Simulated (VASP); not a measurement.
# PtS2 in VASP: further runs

PtS2 is run at these levels: PBE+D3(BJ); tasks: single point.

Everything below comes from runs of VASP 6.6.1. Logs are shortened: lines on timing, memory, paths and dates and some standing lists are left out, and cuts for length are marked.

## 1. The cell of the first run

The cell holds a slab with vacuum, 6 atoms: a = 3.542 Å, b = 3.542 Å, c = 22.467 Å, α = 90.00°, β = 90.00°, γ = 120.00°.

## 2. Single point, PBE+D3(BJ)

INCAR reads:

```
SYSTEM = PtS2
ALGO = Normal
DIPOL = 0.5 0.5 0.390
EDIFF = 1E-7
ENCUT = 520
GGA = PE
IDIPOL = 3
ISIF = 2
ISMEAR = 0
IVDW = 12
LASPH = .True.
LCHARG = .False.
LDIPOL = .True.
LREAL = .False.
LWAVE = .False.
NBANDS = 31
NELM = 80
PREC = Accurate
SIGMA = 0.05
```

KPOINTS reads:

```
k-points
0
Gamma
  9 9 1
  0 0 0
```

POSCAR reads:

```
PtS2
1.0
    3.5415278079      0.0000000000      0.0000000000
   -1.7707639039      3.0670530498      0.0000000000
    0.0000000000      0.0000000000     22.4670615492
S Pt
4 2
Direct
    0.6666666667      0.3333333333      0.2002932155
    0.3333333333      0.6666666667      0.3108341854
    0.6666666667      1.3333333333      0.4683981816
    1.0000000000      1.0000000000      0.5789391515
    0.0000000000      0.0000000000      0.2555637004
    1.3333333333      1.6666666667      0.5236686665
```

Potentials or basis: VASP PAW PBE potentials, release 64 (S, Pt).

Command:

```
cat potpaw_PBE.64/S/POTCAR potpaw_PBE.64/Pt/POTCAR > POTCAR
mpirun -np 1 vasp_std > vasp.out
```

OUTCAR:

```text
SYSTEM = PtS2
   EDIFF = 1E-7
   ENCUT = 520
   GGA = PE
   ISIF = 2
   ISMEAR = 0
   IVDW = 12
   LASPH = .True.
   LREAL = .False.
   NELM = 80
   PREC = Accurate
 IVDW          = 12

 ion  position               nearest neighbor table
   1  0.667  0.333  0.200-   5 2.39   5 2.39   5 2.39
   2  0.333  0.667  0.311-   5 2.39   5 2.39   5 2.39
   3  0.667  0.333  0.468-   6 2.39   6 2.39   6 2.39
   4  0.000  0.000  0.579-   6 2.39   6 2.39   6 2.39
   5  0.000  0.000  0.256-   1 2.39   1 2.39   1 2.39   2 2.39   2 2.39   2 2.39
   6  0.333  0.667  0.524-   3 2.39   3 2.39   3 2.39   4 2.39   4 2.39   4 2.39

  LATTYP: Found a hexagonal cell.
 ALAT       =     3.5415278079
 C/A-ratio  =     6.3438896340

  Lattice vectors:

 A1 = (   3.5415278079,   0.0000000000,   0.0000000000)
 A2 = (  -1.7707639039,   3.0670530498,   0.0000000000)
 A3 = (   0.0000000000,   0.0000000000,  22.4670615492)

Analysis of symmetry for initial positions (statically):
=====================================================================
 Subroutine PRICEL returns:
 Original cell was already a primitive cell.

 Routine SETGRP: Setting up the symmetry group for a
 hexagonal supercell.

 Subroutine GETGRP returns: Found  6 space group operations
 (whereof  6 operations were pure point group operations)
 out of a pool of 24 trial point group operations.

The static configuration has the point symmetry C_3v.

Analysis of symmetry for dynamics (positions and initial velocities):
=====================================================================
 Subroutine PRICEL returns:
 Original cell was already a primitive cell.

 Routine SETGRP: Setting up the symmetry group for a
 hexagonal supercell.

 Subroutine GETGRP returns: Found  6 space group operations
 (whereof  6 operations were pure point group operations)
 out of a pool of 24 trial point group operations.

The dynamic configuration has the point symmetry C_3v.

 Subroutine INISYM returns: Found  6 space group operations
 (whereof  6 operations are pure point group operations),
 and found     1 'primitive' translations

----------------------------------------------------------------------------------------

                                     Primitive cell

  volume of cell :     244.0384

  direct lattice vectors                    reciprocal lattice vectors
     3.541527808  0.000000000  0.000000000     0.282364012  0.163022938  0.000000000
    -1.770763904  3.067053050  0.000000000     0.000000000  0.326045877  0.000000000
     0.000000000  0.000000000 22.467061549     0.000000000  0.000000000  0.044509603

  length of vectors
     3.541527808  3.541527808 22.467061549     0.326045877  0.326045877  0.044509603

  position of ions in fractional coordinates (direct lattice)
     0.666666667  0.333333333  0.200293215
     0.333333333  0.666666667  0.310834185
     0.666666667  0.333333333  0.468398182
     0.000000000  0.000000000  0.578939152
     0.000000000  0.000000000  0.255563700
     0.333333333  0.666666667  0.523668667

  ion indices of the primitive-cell ions
   primitive index   ion index
                 1           1
                 2           2
                 3           3
                 4           4
                 5           5
                 6           6

----------------------------------------------------------------------------------------

 KPOINTS: k-points

Automatic generation of k-mesh.
 Grid dimensions read from file:
 generate k-points for:    9    9    1

 Generating k-lattice:

  Cartesian coordinates                     Fractional coordinates (reciprocal lattice)
     0.031373779  0.018113660  0.000000000     0.111111111 -0.000000000  0.000000000
     0.000000000  0.036227320  0.000000000     0.000000000  0.111111111  0.000000000
     0.000000000  0.000000000  0.044509603     0.000000000  0.000000000  1.000000000

  Length of vectors
     0.036227320  0.036227320  0.044509603

  Shift w.r.t. Gamma in fractional coordinates (k-lattice)
     0.000000000  0.000000000  0.000000000

 Subroutine IBZKPT returns following result:
 ===========================================

 Found     12 irreducible k-points:

 Following reciprocal coordinates:
            Coordinates               Weight
  0.000000  0.000000  0.000000      1.000000
  0.111111 -0.000000  0.000000      6.000000
  0.222222  0.000000  0.000000      6.000000
  0.333333 -0.000000  0.000000      6.000000
  0.444444  0.000000  0.000000      6.000000
  0.111111  0.111111  0.000000      6.000000
  0.222222  0.111111  0.000000     12.000000
  0.333333  0.111111  0.000000     12.000000
  0.444444  0.111111  0.000000      6.000000
  0.222222  0.222222  0.000000      6.000000
  0.333333  0.222222  0.000000     12.000000
  0.333333  0.333333  0.000000      2.000000
   k-points           NKPTS =     12   k-points in BZ     NKDIM =     12   number of bands    NBANDS=     31
   number of dos      NEDOS =    301   number of ions     NIONS =      6
   total plane-waves  NPLWV = 131712
   dimension x,y,z NGX =    28 NGY =   28 NGZ =  168
   dimension x,y,z NGXF=    56 NGYF=   56 NGZF=  336
   ions per type =               4   2
   NGX,Y,Z   is equivalent  to a cutoff of  13.14, 13.14, 12.43 a.u.
   NGXF,Y,Z  is equivalent  to a cutoff of  26.29, 26.29, 24.86 a.u.
 SYSTEM =  PtS2
   PREC   = accura    normal or accurate (medium, high low for compatibility)
   ISTART =      0    job   : 0-new  1-cont  2-samecut
   ICHARG =      2    charge: 1-file 2-atom 10-const
   ISPIN  =      1    spin polarized calculation?
   LNONCOLLINEAR =      F non collinear calculations
   LSORBIT =      F    spin-orbit coupling
   LASPH  =      T    aspherical Exc in radial PAW
   ENCUT  =  520.0 eV  38.22 Ry    6.18 a.u.   6.58  6.58 41.77*2*pi/ulx,y,z
   NELM   =     80;   NELMIN=  2; NELMDL= -5     # of ELM steps
   EDIFF  = 0.1E-06   stopping-criterion for ELM
   LREAL  =      F    real-space projection
   EDIFFG = 0.1E-05   stopping-criterion for IOM
   NSW    =      0    number of steps for IOM
   IBRION =     -1    ionic relax: 0-MD 1-quasi-New 2-CG
   NFREE  =      0    steps in history (QN), initial steepest desc. (CG)
   ISIF   =      2    stress and relaxation
   ISYM   =      2    0-nonsym 1-usesym 2-fastsym
   POTIM  = 0.5000    time-step for ionic-motion
   TEBEG  =    0.0;   TEEND  =   0.0 temperature during run
   PSTRESS=    0.0 pullay stress
   NELECT =      44.0000    total number of electrons
   NUPDOWN=      -1.0000    fix difference up-down
   EMIN   =  10.00;   EMAX   =-10.00  energy-range for DOS
   EFERMI =   0.00;   METHOD = LEGACY
   ISMEAR =     0;   SIGMA  =   0.05  broadening in eV -4-tet -1-fermi 0-gaus
   EFERMI_NEDOS =   21; number of points for ismear=-14 and -15
   IALGO  =     38    algorithm
   IMIX   =      4    mixing-type and parameters
     AMIX     =   0.40;   BMIX     =  1.00
     AMIX_MAG =   1.60;   BMIX_MAG =  1.00
  volume/ion in A,a.u.               =      40.67       274.48
  Fermi-wavevector in a.u.,A,eV,Ry     =   0.924854  1.747720 11.637800  0.855354
  Thomas-Fermi vector in A             =   2.050645
   LORBIT       =      0    0 simple, 1 ext, 2 COOP (PROOUT), +10 PAW based schemes
   GGA     = PE    functional components
   LHFCALC =     F    Hartree Fock is set to
   AEXX    =    0.0000 exact exchange contribution
   IVDW    =    12    specifies the selected vdW correction
   LEPSILON=     F    determine dielectric tensor
   LRPA    =     F    only Hartree local field effects (RPA)
 non-spin polarized calculation
 Gauss-broadening in eV      SIGMA  =   0.05
  energy-cutoff  :      520.00
  volume of cell :      244.04
 maximum number of plane-waves:      6671
 NGX is ok and might be reduce to    28
   NGX = 13   NGY = 13   NGZ = 83

 dipolmoment           0.000000      0.000000      0.000000 electrons x Angstroem

 number of electron      44.0000001 magnetization

 dipolmoment           0.000000      0.000000     -0.001674 electrons x Angstroem

 Free energy of the ion-electron system (eV)
  ---------------------------------------------------
  ext. energy  EPLUGINS =         0.00000000
  ---------------------------------------------------
  free energy    TOTEN  =       -30.90919297 eV

  energy without entropy =      -30.90919297  energy(sigma->0) =      -30.90919297

 E-fermi :  -0.4143     XC(G=0):  -5.4668

 val. band max:       -0.6600540780   @ k =   0.1111   0.1111   0.0000
 cond. band min:       0.8714826966   @ k =   0.2222   0.0000   0.0000
 fundamental gap:      1.5315367746
 Fermi energy:        -0.4142508427

 k-point     1 :       0.0000    0.0000    0.0000
  band No.  band energies     occupation
      1     -14.9086      2.00000
      2     -14.8675      2.00000
      3     -12.7286      2.00000
      4     -12.6475      2.00000
      5      -6.4018      2.00000
      6      -6.4018      2.00000
[... 23 lines left out ...]
     30       5.3215      0.00000
     31       5.5677      0.00000

 k-point     2 :       0.1111   -0.0000    0.0000
  band No.  band energies     occupation
      1     -14.7542      2.00000
      2     -14.7132      2.00000
      3     -12.7571      2.00000
      4     -12.6829      2.00000
      5      -6.4007      2.00000
      6      -6.3643      2.00000
[... 23 lines left out ...]
     30       5.9510      0.00000
     31       6.0009      0.00000

 k-point     3 :       0.2222    0.0000    0.0000
  band No.  band energies     occupation
      1     -14.3264      2.00000
      2     -14.2862      2.00000
      3     -12.8305      2.00000
      4     -12.7724      2.00000
      5      -6.3497      2.00000
      6      -6.2725      2.00000
[... 23 lines left out ...]
     30       5.9311      0.00000
     31       6.7274      0.00000

 k-point     4 :       0.3333   -0.0000    0.0000
  band No.  band energies     occupation
      1     -13.7551      2.00000
      2     -13.7179      2.00000
      3     -12.9073      2.00000
      4     -12.8658      2.00000
      5      -6.4985      2.00000
      6      -6.4559      2.00000
[... 23 lines left out ...]
     30       6.6074      0.00000
     31       6.9099      0.00000

 k-point     5 :       0.4444    0.0000    0.0000
  band No.  band energies     occupation
      1     -13.3374      2.00000
      2     -13.3065      2.00000
      3     -12.9135      2.00000
      4     -12.8817      2.00000
      5      -7.1343      2.00000
      6      -7.1026      2.00000
[... 23 lines left out ...]
     30       6.1530      0.00000
     31       7.5665      0.00000

 k-point     6 :       0.1111    0.1111    0.0000
  band No.  band energies     occupation
      1     -14.4622      2.00000
      2     -14.4216      2.00000
      3     -12.8084      2.00000
      4     -12.7456      2.00000
      5      -6.3555      2.00000
      6      -6.2912      2.00000
[... 23 lines left out ...]
     30       6.5474      0.00000
     31       6.7605      0.00000

 k-point     7 :       0.2222    0.1111    0.0000
  band No.  band energies     occupation
      1     -13.9536      2.00000
      2     -13.9148      2.00000
      3     -12.8867      2.00000
      4     -12.8400      2.00000
      5      -6.2509      2.00000
      6      -6.1738      2.00000
[... 23 lines left out ...]
     30       6.3712      0.00000
     31       7.2087      0.00000

 k-point     8 :       0.3333    0.1111    0.0000
  band No.  band energies     occupation
      1     -13.4279      2.00000
      2     -13.3942      2.00000
      3     -12.9372      2.00000
      4     -12.9032      2.00000
      5      -6.7340      2.00000
      6      -6.7035      2.00000
[... 23 lines left out ...]
     30       6.9087      0.00000
     31       7.3195      0.00000

 k-point     9 :       0.4444    0.1111    0.0000
  band No.  band energies     occupation
      1     -13.2234      2.00000
      2     -13.1945      2.00000
      3     -12.9136      2.00000
      4     -12.8841      2.00000
      5      -7.1031      2.00000
      6      -7.0724      2.00000
[... 23 lines left out ...]
     30       6.6346      0.00000
     31       7.8639      0.00000

 k-point    10 :       0.2222    0.2222    0.0000
  band No.  band energies     occupation
      1     -13.4638      2.00000
      2     -13.4288      2.00000
      3     -12.9488      2.00000
      4     -12.9138      2.00000
      5      -6.3433      2.00000
      6      -6.3154      2.00000
[... 23 lines left out ...]
     30       6.8863      0.00000
     31       7.4571      0.00000

 k-point    11 :       0.3333    0.2222    0.0000
  band No.  band energies     occupation
      1     -13.1129      2.00000
      2     -13.0842      2.00000
      3     -12.9622      2.00000
      4     -12.9342      2.00000
      5      -6.6545      2.00000
      6      -6.6261      2.00000
[... 23 lines left out ...]
     30       7.5457      0.00000
     31       7.9360      0.00000

 k-point    12 :       0.3333    0.3333    0.0000
  band No.  band energies     occupation
      1     -12.9803      2.00000
      2     -12.9720      2.00000
      3     -12.9547      2.00000
      4     -12.9457      2.00000
      5      -6.2287      2.00000
      6      -6.2045      2.00000
[... 23 lines left out ...]
     30       7.8856      0.00000
     31       8.0172      0.00000

------------------------ aborting loop because EDIFF is reached ----------------------------------------

 vacuum level on the upper side and lower side of the slab       (xc-potential included)        -0.185        -0.168

 Edisp (eV)   -1.87549

 E8    (eV) :    -0.7776

  FORCE on cell =-STRESS in cart. coord.  units (eV):
  Direction    XX          YY          ZZ          XY          YZ          ZX
  --------------------------------------------------------------------------------------
  -------------------------------------------------------------------------------------
  Total      -0.50956    -0.50956    -0.94353    -0.00000     0.00000     0.00000
  in kB      -3.34541    -3.34541    -6.19453    -0.00000     0.00000     0.00000
  external pressure =       -4.30 kB  Pullay stress =        0.00 kB

 VOLUME and BASIS-vectors are now :
 -----------------------------------------------------------------------------
  energy-cutoff  :      520.00
  volume of cell :      244.04
      direct lattice vectors                 reciprocal lattice vectors
     3.541527808  0.000000000  0.000000000     0.282364012  0.163022938  0.000000000
    -1.770763904  3.067053050  0.000000000     0.000000000  0.326045877  0.000000000
     0.000000000  0.000000000 22.467061549     0.000000000  0.000000000  0.044509603

 POSITION                                       TOTAL-FORCE (eV/Angst)
 -----------------------------------------------------------------------------------
      1.77076      1.02235      4.50000        -0.000000     -0.000000      0.040800
     -0.00000      2.04470      6.98353        -0.000000      0.000000      0.023925
      1.77076      1.02235     10.52353        -0.000000     -0.000000     -0.029962
      0.00000      0.00000     13.00706        -0.000000     -0.000000     -0.043352
      0.00000      0.00000      5.74177        -0.000000      0.000000      0.073879
     -0.00000      2.04470     11.76530         0.000000      0.000000     -0.065289
 -----------------------------------------------------------------------------------
    total drift:                                0.000000     -0.000000     -0.000159

  FREE ENERGIE OF THE ION-ELECTRON SYSTEM (eV)
  ---------------------------------------------------
  free  energy   TOTEN  =       -32.7846860596 eV

  energy  without entropy=      -32.7846860596  energy(sigma->0) =      -32.78468606

 vacuum level on the upper side and lower side of the slab         5.302         5.320
```

Run time: 83 s. Hardware: 1 thread of AMD EPYC 9R45 (Zen 5), shared host; peak memory 0.35 GiB.

Results:

```yaml
Free_energy: -32.7847 eV
Largest_force: 0.074 eV/Å
Band_gap_on_the_k_mesh: 1.53 eV, indirect (least direct gap 1.64 eV)
Dispersion_energy_per_atom: -0.313 eV
```

Forces on the atoms (eV/Å):
```
S    0.000  0.000  0.041
S    0.000  0.000  0.024
S    0.000  0.000 -0.030
S    0.000  0.000 -0.043
Pt   0.000  0.000  0.074
Pt   0.000  0.000 -0.065
```

Caveat: spin-orbit coupling is left out, which moves the levels of the heavy elements.

(Part 1 of 2 ends here.)
